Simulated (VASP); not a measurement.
# MgSi3N (Cmmm) in VASP: a series of runs

Runs on MgSi3N. Level: PBE. Tasks: single point, relaxation of cell and atoms.

Program: VASP 6.6.1. These are calculated values, not measurements. Logs are shortened: lines on timing, memory, paths and dates and some standing lists are left out, and cuts for length are marked.

## 1. The cell of the first run

It takes space group Cmmm (No. 65, orthorhombic). Conventional cell: a = 5.333 Å, b = 6.279 Å, c = 4.597 Å, α = 90.00°, β = 90.00°, γ = 90.00°. Mg (site symmetry mmm) has 6 Si at 2.30 to 2.79 Å within 3.0 Å. Si (site symmetry m2m) has 1 N at 1.56 Å and 1 Si at 1.58 Å within 2.1 Å. Within 2.1 Å of Si (site symmetry mmm) lie 2 Si at 1.58 Å. Within 2.1 Å of N (site symmetry mmm) lie 2 Si at 1.56 Å.

## 2. Single point, PBE

INCAR

```
ALGO = Normal
EDIFF = 1E-6
ENCUT = 520
GGA = PE
ISIF = 2
ISMEAR = 0
LASPH = T
LCHARG = T
LELF = T
LREAL = F
LVHAR = T
LWAVE = F
NBANDS = 18
NELM = 60
PREC = Accurate
SIGMA = 0.1
```

KPOINTS

```
k-points
0
Gamma
  4 4 4
```

POSCAR

```
MgSi3N
1.0
    2.6663495600     -3.1393061100      0.0000000000
    2.6663495600      3.1393061100      0.0000000000
    0.0000000000      0.0000000000      4.5969433200
Mg Si N
1 3 1
Direct
    0.0000000000      0.0000000000      0.5000000000
    0.7490191000      0.2509809000      0.0000000000
    0.2509809000      0.7490191000      0.0000000000
    0.0000000000      0.0000000000      0.0000000000
    0.5000000000      0.5000000000      0.0000000000
```

Potentials or basis: VASP PAW PBE potentials, release 64 (Mg, Si, N).

The run is started by

```bash
$ cat potpaw_PBE.64/Mg/POTCAR potpaw_PBE.64/Si/POTCAR potpaw_PBE.64/N/POTCAR > POTCAR
$ mpirun -np 1 vasp_std > vasp.out
```

OUTCAR:

```text
EDIFF = 1E-6
   ENCUT = 520
   GGA = PE
   ISIF = 2
   ISMEAR = 0
   LASPH = T
   LREAL = F
   NELM = 60
   PREC = Accurate

 ion  position               nearest neighbor table
   1  0.000  0.000  0.500-   4 2.30   4 2.30   2 2.79   2 2.79   3 2.79   3 2.79
   2  0.749  0.251  0.000-   5 1.56   4 1.58   3 2.67   3 2.67   1 2.79   1 2.79   4 3.09   4 3.09
                             3 3.13
   3  0.251  0.749  0.000-   5 1.56   4 1.58   2 2.67   2 2.67   1 2.79   1 2.79   4 3.09   4 3.09
                             2 3.13
   4  0.000  0.000  0.000-   2 1.58   3 1.58   1 2.30   1 2.30   2 3.09   3 3.09   2 3.09   3 3.09

   5  0.500  0.500  0.000-   2 1.56   3 1.56

  LATTYP: Found a base centered orthorhombic cell.
 ALAT       =     5.3326991200
 B/A-ratio  =     1.1773797994
 C/A-ratio  =     0.8620293807

  Lattice vectors:

 A1 = (   2.6663495600,  -3.1393061100,   0.0000000000)
 A2 = (   2.6663495600,   3.1393061100,   0.0000000000)
 A3 = (   0.0000000000,   0.0000000000,   4.5969433200)

Analysis of symmetry for initial positions (statically):
=====================================================================
 Subroutine PRICEL returns:
 Original cell was already a primitive cell.

 Routine SETGRP: Setting up the symmetry group for a
 base centered orthorhombic supercell.

 Subroutine GETGRP returns: Found  8 space group operations
 (whereof  8 operations were pure point group operations)
 out of a pool of  8 trial point group operations.

The static configuration has the point symmetry D_2h.

Analysis of symmetry for dynamics (positions and initial velocities):
=====================================================================
 Subroutine PRICEL returns:
 Original cell was already a primitive cell.

 Routine SETGRP: Setting up the symmetry group for a
 base centered orthorhombic supercell.

 Subroutine GETGRP returns: Found  8 space group operations
 (whereof  8 operations were pure point group operations)
 out of a pool of  8 trial point group operations.

The dynamic configuration has the point symmetry D_2h.

 Subroutine INISYM returns: Found  8 space group operations
 (whereof  8 operations are pure point group operations),
 and found     1 'primitive' translations

----------------------------------------------------------------------------------------

                                     Primitive cell

  volume of cell :      76.9573

  direct lattice vectors                    reciprocal lattice vectors
     2.666349560 -3.139306110  0.000000000     0.187522299 -0.159270865  0.000000000
     2.666349560  3.139306110  0.000000000     0.187522299  0.159270865  0.000000000
     0.000000000  0.000000000  4.596943320     0.000000000  0.000000000  0.217535856

  length of vectors
     4.118818135  4.118818135  4.596943320     0.246032155  0.246032155  0.217535856

  position of ions in fractional coordinates (direct lattice)
     0.000000000  0.000000000  0.500000000
     0.749019100  0.250980900  0.000000000
     0.250980900  0.749019100  0.000000000
     0.000000000  0.000000000  0.000000000
     0.500000000  0.500000000  0.000000000

  ion indices of the primitive-cell ions
   primitive index   ion index
                 1           1
                 2           2
                 3           3
                 4           4
                 5           5

----------------------------------------------------------------------------------------

 KPOINTS: k-points

Automatic generation of k-mesh.
 Grid dimensions read from file:
 generate k-points for:    4    4    4

 Generating k-lattice:

  Cartesian coordinates                     Fractional coordinates (reciprocal lattice)
     0.046880575 -0.039817716  0.000000000     0.250000000 -0.000000000  0.000000000
     0.046880575  0.039817716  0.000000000    -0.000000000  0.250000000  0.000000000
     0.000000000  0.000000000  0.054383964     0.000000000  0.000000000  0.250000000

  Length of vectors
     0.061508039  0.061508039  0.054383964

  Shift w.r.t. Gamma in fractional coordinates (k-lattice)
     0.000000000  0.000000000  0.000000000

 Subroutine IBZKPT returns following result:
 ===========================================

 Found     21 irreducible k-points:

 Following reciprocal coordinates:
            Coordinates               Weight
  0.000000  0.000000  0.000000      1.000000
  0.250000 -0.000000  0.000000      4.000000
  0.500000 -0.000000  0.000000      2.000000
  0.250000  0.250000  0.000000      2.000000
  0.500000  0.250000  0.000000      4.000000
 -0.250000  0.250000  0.000000      2.000000
[... 13 lines left out ...]
 -0.250000  0.250000  0.500000      2.000000
  0.500000  0.500000  0.500000      1.000000
   k-points           NKPTS =     21   k-points in BZ     NKDIM =     21   number of bands    NBANDS=     18
   number of dos      NEDOS =    301   number of ions     NIONS =      5
   total plane-waves  NPLWV =  36864
[... 111 lines left out ...]
      3      -4.1005      2.00000
      4       0.7331      2.00000
      5       1.0315      2.00000
      6       1.8397      2.00000
[... 10 lines left out ...]
     17      14.6289      0.00000
     18      14.8157      0.00000

 k-point     5 :       0.5000    0.2500    0.0000
  band No.  band energies     occupation
      1     -10.0250      2.00000
      2      -6.2575      2.00000
      3      -3.7611      2.00000
      4      -0.3662      2.00000
      5       0.4761      2.00000
      6       1.8121      2.00000
[... 10 lines left out ...]
     17      12.7847      0.00000
     18      13.6750      0.00000

 k-point     6 :      -0.2500    0.2500    0.0000
  band No.  band energies     occupation
      1     -10.2841      2.00000
      2      -6.1481      2.00000
      3      -2.1103      2.00000
      4      -0.7931      2.00000
      5      -0.5946      2.00000
      6       0.9122      2.00000
[... 10 lines left out ...]
     17      11.8586      0.00000
     18      14.8762      0.00000

 k-point     7 :       0.5000    0.5000    0.0000
  band No.  band energies     occupation
      1      -9.8794      2.00000
      2      -5.4109      2.00000
      3      -5.0588      2.00000
      4      -1.5925      2.00000
      5       1.2025      2.00000
      6       2.2024      2.00000
[... 10 lines left out ...]
     17      13.1684      0.00000
     18      13.2376      0.00000

 k-point     8 :       0.0000    0.0000    0.2500
  band No.  band energies     occupation
      1     -10.6700      2.00000
      2      -5.3221      2.00000
      3      -2.5537      2.00000
      4      -0.6163      2.00000
      5       0.6161      2.00000
      6       1.1139      2.00000
[... 10 lines left out ...]
     17      13.0494      0.00000
     18      14.2464      0.00000
[... 166 lines left out ...]
     17      13.4128      0.00000
     18      14.3474      0.00000

 k-point    17 :       0.5000   -0.0000    0.5000
  band No.  band energies     occupation
      1     -10.1311      2.00000
      2      -6.4636      2.00000
      3      -1.6017      2.00000
      4      -1.5529      2.00000
      5       0.1202      2.00000
      6       1.2376      2.00000
[... 10 lines left out ...]
     17      12.2677      0.00000
     18      13.9293      0.00000

 k-point    18 :       0.2500    0.2500    0.5000
  band No.  band energies     occupation
      1     -10.2014      2.00000
      2      -5.7213      2.00000
      3      -4.0109      2.00000
      4      -0.2649      2.00000
      5       0.7881      2.00000
      6       1.9666      2.00000
[... 10 lines left out ...]
     17      13.5256      0.00000
     18      14.1976      0.00000

 k-point    19 :       0.5000    0.2500    0.5000
  band No.  band energies     occupation
      1     -10.0039      2.00000
      2      -6.0667      2.00000
      3      -3.6446      2.00000
      4      -0.2362      2.00000
      5       0.4571      2.00000
      6       0.5476      2.00000
[... 10 lines left out ...]
     17      13.0787      0.00000
     18      13.7930      0.00000

 k-point    20 :      -0.2500    0.2500    0.5000
  band No.  band energies     occupation
      1     -10.2495      2.00000
      2      -5.9644      2.00000
      3      -2.0117      2.00000
      4      -0.6762      2.00000
      5      -0.4970      2.00000
      6      -0.4345      2.00000
[... 10 lines left out ...]
     17      14.2744      0.00000
     18      14.4905      0.00000

 k-point    21 :       0.5000    0.5000    0.5000
  band No.  band energies     occupation
      1      -9.8620      2.00000
      2      -5.1946      2.00000
      3      -4.9571      2.00000
      4      -1.4697      2.00000
      5       0.9870      2.00000
      6       1.2688      2.00000
[... 10 lines left out ...]
     17      13.1963      0.00000
     18      13.2300      0.00000

------------------------ aborting loop because EDIFF is reached ----------------------------------------

  FORCE on cell =-STRESS in cart. coord.  units (eV):
  Direction    XX          YY          ZZ          XY          YZ          ZX
  --------------------------------------------------------------------------------------
  -------------------------------------------------------------------------------------
  Total        3.9658343    112.1624567      8.4065598     -0.0000000      0.0000000      0.0000000
  in kB       82.5648614   2335.1146077    175.0164991     -0.0000000      0.0000000      0.0000000
  external PRESSURE =     864.2319894 kB  Pullay stress =       0.0000000 kB

 VOLUME and BASIS-vectors are now :
 -----------------------------------------------------------------------------
  energy-cutoff  :      520.00
  volume of cell :       76.96
      direct lattice vectors                 reciprocal lattice vectors
     2.666349560 -3.139306110  0.000000000     0.187522299 -0.159270865  0.000000000
     2.666349560  3.139306110  0.000000000     0.187522299  0.159270865  0.000000000
     0.000000000  0.000000000  4.596943320     0.000000000  0.000000000  0.217535856

 POSITION                                       TOTAL-FORCE (eV/Angst)
 -----------------------------------------------------------------------------------
      0.00000      0.00000      2.29847         0.000000     -0.000000      0.000000
      2.66635     -1.56349      0.00000         0.000000     28.111323      0.000000
      2.66635      1.56349      0.00000         0.000000    -28.111323     -0.000000
      0.00000      0.00000      0.00000         0.000000     -0.000000      0.000000
      2.66635      0.00000      0.00000        -0.000000      0.000000      0.000000
 -----------------------------------------------------------------------------------
    total drift:                                0.000000     -0.000000      0.000000

  FREE ENERGIE OF THE ION-ELECTRON SYSTEM (eV)
  ---------------------------------------------------
  free  energy   TOTEN  =        -7.5112884297 eV

  energy  without entropy=       -7.5043053521  energy(sigma->0) =       -7.50779689
```

Run time: 14 s. Hardware: 1 thread of Intel Xeon 6975P-C (Granite Rapids), shared host; peak memory 0.19 GiB.

What came out:

```yaml
Free_energy: -7.5113 eV
Pressure: 86.4 GPa
Largest_force: 28.111 eV/Å
```

Forces in eV/Å, atoms in the order of the input:
```
Mg    0.000   0.000   0.000
Si    0.000  28.111   0.000
Si    0.000 -28.111   0.000
Si    0.000   0.000   0.000
N     0.000   0.000   0.000
```

Stress tensor (GPa, compression positive):
```
  8.26   0.00   0.00
  0.00 233.51   0.00
  0.00   0.00  17.50
```

Caveat: the k points lie up to 0.39 Å⁻¹ apart; forces of over 1 eV/Å act on the atoms, so gaps and moduli don't describe the material at rest.

## 3. Single point, PBE

This run uses another cell than the first one, of 20.13 Å³/atom, 1.308 times its volume.

INCAR

```
SYSTEM = MgSi3N
PREC = Accurate
ENCUT = 520
EDIFF = 1E-6
ISMEAR = 0
SIGMA = 0.1
LREAL = .FALSE.
LASPH = .TRUE.
NELM = 80
ALGO = Normal
ISIF = 2
LWAVE = .FALSE.
LCHARG = .FALSE.
GGA = PE
NBANDS = 18
```

KPOINTS

```
regular mesh
0
G
  4 4 4
  0 0 0
```

POSCAR

```
MgSi3N
1.0
    2.3542551779     -4.1324932451      0.0000000000
    2.3542551779      4.1324932451      0.0000000000
    0.0000000000      0.0000000000      5.1737761196
Mg Si N
1 3 1
Direct
    0.0000000000      0.0000000000      0.5000000000
    0.7101311168      0.2898688832      0.0000000000
    0.2898688832      0.7101311168      0.0000000000
    0.0000000000      0.0000000000      0.0000000000
    0.5000000000      0.5000000000      0.0000000000
```

Potentials or basis: VASP PAW PBE potentials, release 64 (Mg, Si, N).

The run is started by

```bash
$ cat potpaw_PBE.64/Mg/POTCAR potpaw_PBE.64/Si/POTCAR potpaw_PBE.64/N/POTCAR > POTCAR
$ mpirun -np 1 vasp_std > vasp.out
```

Run time: 18 s. Hardware: 1 thread of Intel Xeon 6975P-C (Granite Rapids), shared host; peak memory 0.23 GiB.

The run converged. Its results:

* Free energy: -23.8638 eV
* Pressure: -0.1 GPa
* Largest force: 0.045 eV/Å

Forces on the atoms (eV/Å):
```
Mg   0.000  0.000  0.000
Si   0.000  0.045  0.000
Si   0.000 -0.045  0.000
Si   0.000  0.000  0.000
N    0.000  0.000  0.000
```

Stress tensor (GPa, compression positive):
```
-0.17  0.00  0.00
 0.00 -0.04  0.00
 0.00  0.00 -0.23
```

Levels at points of the mesh, in eV from the Fermi level:
```csv
k point,band 8,band 9,band 10,band 11,band 12,band 13
"(0.00, 0.00, 0.00)",-4.11,-1.53,-1.04,1.93,2.68,3.49
"(0.50, 0.00, 0.00)",-1.99,-0.98,0.36,0.55,1.10,1.26
"(0.50, 0.50, 0.00)",-1.14,-1.09,-1.06,0.91,1.06,3.21
"(0.00, 0.00, 0.50)",-4.06,-1.86,1.22,1.94,2.87,3.07
"(0.50, 0.00, 0.50)",-1.67,-0.65,-0.57,0.25,2.44,2.97
"(0.50, 0.50, 0.50)",-2.12,-1.05,-0.27,1.83,3.03,3.09
```

Caveat: the k points lie up to 0.38 Å⁻¹ apart.

## 4. Relaxation of cell and atoms, PBE

INCAR

```
SYSTEM = MgSi3N
PREC = Accurate
ENCUT = 600
EDIFF = 1E-7
ISMEAR = 0
SIGMA = 0.1
LREAL = .FALSE.
LASPH = .TRUE.
NELM = 80
ALGO = Normal
ISIF = 3
LWAVE = .FALSE.
LCHARG = .FALSE.
GGA = PE
IBRION = 2
NSW = 90
EDIFFG = -0.04
```

KPOINTS is that of step 3.

POSCAR

```
MgSi3N
1.0
    2.6663495600     -3.1393061100      0.0000000000
    2.6663495600      3.1393061100      0.0000000000
    0.0000000000      0.0000000000      4.5969433200
Mg Si N
1 3 1
Direct
    0.0000000000      0.0000000000      0.5000000000
    0.7490191000      0.2509809000      0.0000000000
    0.2509809000      0.7490191000      0.0000000000
    0.0000000000      0.0000000000      0.0000000000
    0.5000000000      0.5000000000      0.0000000000
```

The run is started by

```bash
$ cat potpaw_PBE.64/Mg/POTCAR potpaw_PBE.64/Si/POTCAR potpaw_PBE.64/N/POTCAR > POTCAR
$ mpirun -np 1 vasp_std > vasp.out
```

Run time: 6.3 min. Hardware: 1 thread of Intel Xeon 6975P-C (Granite Rapids), shared host; peak memory 0.24 GiB.

Results (log left out):

| Property | Result |
| --- | --- |
| Free energy | -23.8313 eV |
| Relaxed volume | 20.02 Å³/atom |
| Relaxed cell | a = 4.745 Å, b = 4.745 Å, c = 5.160 Å, α = 90.00°, β = 90.00°, γ = 120.53° |
| Space group after relaxing (to 0.05 Å) | Cmmm (No. 65) |
| Energy gained by relaxing | 3263.7 meV/atom |
| Ionic steps | 39 |
| Pressure after relaxing | 0.0 GPa |
| Largest force after relaxing | 0.012 eV/Å |

Forces in eV/Å, atoms in the order of the input:
```
Mg   0.000  0.000  0.000
Si   0.000 -0.012  0.000
Si   0.000  0.012  0.000
Si   0.000  0.000  0.000
N    0.000  0.000  0.000
```

Stress tensor (GPa, compression positive):
```
-0.05  0.00  0.00
 0.00  0.21  0.00
 0.00  0.00 -0.12
```

Step by step:
| step | energy change (eV) | largest force (eV/Å) | pressure (GPa) | volume (Å³) |
| --- | --- | --- | --- | --- |
| 1 | 0.0000 | 28.1103 | 86.41 | 76.96 |
| 2 | 590.4650 | 1448.9231 | 294.53 | 179.85 |
| 3 | 83.1039 | 224.6630 | 258.68 | 83.12 |
| 4 | 76.9777 | 212.9304 | 260.67 | 80.11 |
| 5 | 74.0863 | 207.0949 | 262.08 | 78.53 |
| 6 | 72.7264 | 204.2624 | 262.86 | 77.74 |
| 7 | 72.0679 | 202.8566 | 263.29 | 77.35 |
| 8 | 71.7440 | 202.1533 | 263.52 | 77.15 |
| 9 | 71.5835 | 201.8008 | 263.64 | 77.06 |
| 10 | 71.5035 | 201.6247 | 263.69 | 77.01 |
| 11 | 71.4636 | 201.5353 | 263.72 | 76.98 |
| 12 | 71.4437 | 201.4921 | 263.74 | 76.97 |
| 13 | 71.4338 | 201.4709 | 263.74 | 76.96 |
| 14 | 71.4288 | 201.4588 | 263.75 | 76.96 |
| 15 | 71.4263 | 201.4551 | 263.75 | 76.96 |
| 16 | 71.4251 | 201.4516 | 263.75 | 76.96 |
| 17 | 71.4244 | 201.4501 | 263.75 | 76.96 |
| 18 | 71.4241 | 201.4493 | 263.75 | 76.96 |
| 19 | 71.4240 | 201.4490 | 263.75 | 76.96 |
| 20 | -7.4177 | 25.3382 | 57.46 | 85.60 |
| 21 | -10.7194 | 14.6250 | 41.41 | 87.14 |
| 22 | -13.7236 | 1.4259 | 20.68 | 90.23 |
| 23 | -14.0461 | 1.4719 | 16.06 | 91.39 |
| 24 | -14.1078 | 3.2609 | 13.33 | 92.32 |
| 25 | -14.0974 | 3.7674 | 12.59 | 92.63 |
| 26 | -14.3093 | 3.5959 | 11.58 | 93.35 |
| 27 | -14.8666 | 2.9399 | 7.94 | 95.50 |
| 28 | -15.5690 | 1.7723 | 1.47 | 99.78 |
| 29 | -15.7638 | 0.5994 | -6.59 | 108.32 |
| 30 | -15.8318 | 0.8211 | -4.56 | 105.49 |
| 31 | -15.8316 | 0.8961 | -3.95 | 104.79 |
| 32 | -15.9585 | 0.5556 | -3.38 | 104.08 |
| 33 | -16.1927 | 0.6218 | -0.83 | 101.88 |
| 34 | -16.2190 | 1.2942 | 0.81 | 100.77 |
| 35 | -16.2775 | 0.8758 | 0.28 | 100.73 |
| 36 | -16.3133 | 0.3073 | -0.27 | 100.63 |
| 37 | -16.3134 | 0.2737 | -0.29 | 100.62 |
| 38 | -16.3165 | 0.1752 | -0.18 | 100.42 |
| 39 | -16.3184 | 0.0120 | 0.01 | 100.10 |

Final structure:
```xyz
5
Lattice="2.3538 -4.1205 0.0000 2.3538 4.1205 0.0000 0.0000 0.0000 5.1602" Properties=species:S:1:pos:R:3 pbc="T T T"
Mg    0.0000    0.0000    2.5801
Si    2.3538   -1.7312    0.0000
Si    2.3538    1.7312    0.0000
Si    0.0000    0.0000    0.0000
N     2.3538    0.0000    0.0000
```

Levels at points of the mesh, in eV from the Fermi level:
| k point | band 7 | band 8 | band 9 | band 10 | band 11 | band 12 | band 13 |
| --- | --- | --- | --- | --- | --- | --- | --- |
| (0.00, 0.00, 0.00) | -4.28 | -4.12 | -1.53 | -1.05 | 1.97 | 2.69 | 4.13 |
| (0.50, 0.00, 0.00) | -2.80 | -2.00 | -0.98 | 0.37 | 0.56 | 1.12 | 1.27 |
| (0.50, 0.50, 0.00) | -2.22 | -1.16 | -1.07 | -1.04 | 0.92 | 1.10 | 3.26 |
| (0.00, 0.00, 0.50) | -4.09 | -4.06 | -1.88 | 1.25 | 1.93 | 2.89 | 3.09 |
| (0.50, 0.00, 0.50) | -3.30 | -1.68 | -0.65 | -0.58 | 0.26 | 2.46 | 2.98 |
| (0.50, 0.50, 0.50) | -3.34 | -2.14 | -1.04 | -0.23 | 1.81 | 3.05 | 3.13 |

Caveat: the k points lie up to 0.38 Å⁻¹ apart in the final cell; the volume moved by over 15 % at a fixed basis, so the end points are rough.

## 5. Overview

| task | cell | cutoff (eV) | gap on the mesh (eV) | pressure (GPa) | largest force (eV/Å) |
| --- | --- | --- | --- | --- | --- |
| single point | a = 4.119, b = 4.119, c = 4.597 Å, angles 90.0, 90.0, 99.3°, 5 atoms | 520 | none | 86.4 | 28.11 |
| single point | a = 4.756, b = 4.756, c = 5.174 Å, angles 90.0, 90.0, 120.7°, 5 atoms | 520 | none | -0.1 | 0.05 |
| relaxation of cell and atoms | relaxed from a = 4.119, b = 4.119, c = 4.597 Å, angles 90.0, 90.0, 99.3°, 5 atoms | 600 | none | 0.0 | 0.01 |

Alike in all rows: level PBE; potentials or basis VASP PAW PBE potentials, release 64 (Mg, Si, N); no spin polarisation; k mesh 4 × 4 × 4; smearing gaussian 0.1 eV.

Caveats: all runs use coarse meshes; forces of over 1 eV/Å act on the atoms, so gaps and moduli don't describe the material at rest (some runs); the volume moved by over 15 % at a fixed basis, so the end points are rough (some runs).

Total energies depend on the potentials used, so only differences within one code and one set of settings carry meaning.
